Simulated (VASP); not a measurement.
Here is a VASP 6.6.1 calculation.

File INCAR:

```
PREC = Accurate
ENCUT = 520
EDIFF = 1E-6
ISMEAR = 0
SIGMA = 0.1
LREAL = False
LASPH = True
NELM = 100
ALGO = Normal
ISIF = 2
LWAVE = False
LCHARG = True
LDIPOL = True
IDIPOL = 3
DIPOL = 0.5 0.5 0.336
GGA = PE
IVDW = 12
LELF = True
LVHAR = True
LVACPOTAV = True
NBANDS = 40
```

KPOINTS

```
regular mesh
0
Gamma
  7 7 1
```

Contents of POSCAR:

```
Ge4F
1.0
    4.0303587907      0.0000000000      0.0000000000
    0.0000000000      4.0303587907      0.0000000000
    0.0000000000      0.0000000000     21.6416627718
Ge F
4 1
Direct
    0.0000000000      0.5000000000      0.1848286817
    0.0000000000      0.0000000000      0.2506714513
    0.5000000000      0.0000000000      0.3196569899
    0.5000000000      0.5000000000      0.3854446333
    0.7500000000      0.7500000000      0.5379282957
```

Potentials or basis: VASP PAW PBE potentials, release 64 (Ge_d, F).

Run with:

```bash
$ cat potpaw_PBE.64/Ge_d/POTCAR potpaw_PBE.64/F/POTCAR > POTCAR
$ mpirun -np 1 vasp_std > vasp.out
```

(1) What does it give for the largest force?

(2) What does it give for the band gap on the k mesh?

(3) What does it give for the dispersion energy per atom?

## Answers

(1) 0.684 eV/Å.

(2) zero (an odd number of electrons rules out a gap without spin polarisation).

(3) -0.176 eV.

Caveat: an odd number of electrons without spin polarisation forces a metal; a magnetic or distorted state may lie lower.
